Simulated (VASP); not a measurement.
Set up this calculation in VASP 6.6.1, as the native input.

```
Task                   : relaxation of cell and atoms
Functional             : PBE
Potentials or basis    : VASP PAW PBE potentials, release 64 (Bi_d, Pd, Te)
Cutoff                 : 500 eV
k mesh                 : 5 × 5 × 5
Occupations            : gaussian, width 0.005 eV
Spin                   : no spin polarisation
Dipole correction      : no
Further INCAR settings : ALGO = Normal; EDIFF = 1e-07; IBRION = 2; EDIFFG = -0.01; NSW = 60; ISIF = 3
```

The structure of Bi2TePd2 lies in POSCAR:

```
Bi2TePd2
1.0
    3.9545050000      0.0000000000      0.0000000000
   -1.9772530000      3.4247070000      0.0000000000
   -1.9772530000      1.1415690000      9.1817980000
Bi Pd Te
2 2 1
Direct
    0.3980600000      0.6019400000      0.1941800000
    0.6019400000      0.3980600000      0.8058200000
    0.2116000000      0.7884000000      0.6348000000
    0.7884000000      0.2116000000      0.3652000000
    0.0000000000      0.0000000000      0.0000000000
```

These files were run (other wordings do the same):

INCAR

```
SYSTEM = Bi2TePd2
PREC = Accurate
ENCUT = 500
EDIFF = 1E-7
ISMEAR = 0
SIGMA = 0.005
LREAL = .FALSE.
LASPH = .TRUE.
NELM = 120
ALGO = Normal
ISIF = 3
LWAVE = .FALSE.
LCHARG = .FALSE.
GGA = PE
IBRION = 2
NSW = 60
EDIFFG = -0.01
GGA_COMPAT = .FALSE.
NELMIN = 4
```

KPOINTS

```
regular mesh
0
G
  5 5 5
  0 0 0
```

Potentials or basis: VASP PAW PBE potentials, release 64 (Bi_d, Pd, Te).

Launch:

```bash
$ cat potpaw_PBE.64/Bi_d/POTCAR potpaw_PBE.64/Pd/POTCAR potpaw_PBE.64/Te/POTCAR > POTCAR
$ mpirun -np 1 vasp_std > vasp.out
```

Results of the run:

| Quantity | Value |
| --- | --- |
| Relaxed volume | 25.64 Å³/atom |
| Relaxed cell | a = 4.344 Å, b = 4.344 Å, c = 8.235 Å, α = 74.71°, β = 105.29°, γ = 120.00° |
| Space group after relaxing (to 0.1 Å) | R-3m (No. 166) |
| Energy gained by relaxing | 469.1 meV/atom |
| Ionic steps | 32 |
| Pressure after relaxing | 0.0 GPa |
| Largest force after relaxing | 0.007 eV/Å |
| Band gap on the k mesh | zero (bands 28 and 29 overlap by 2.11 eV) |

Caveat: the k points lie up to 0.34 Å⁻¹ apart in the final cell, too coarse for converged energies and pressures of a metal; spin-orbit coupling is left out, which moves the levels of the heavy elements.

It took 17 min on 1 thread of Intel(R) Xeon(R) 6975P-C (Granite Rapids), on a shared host, peak memory 0.3 GiB.
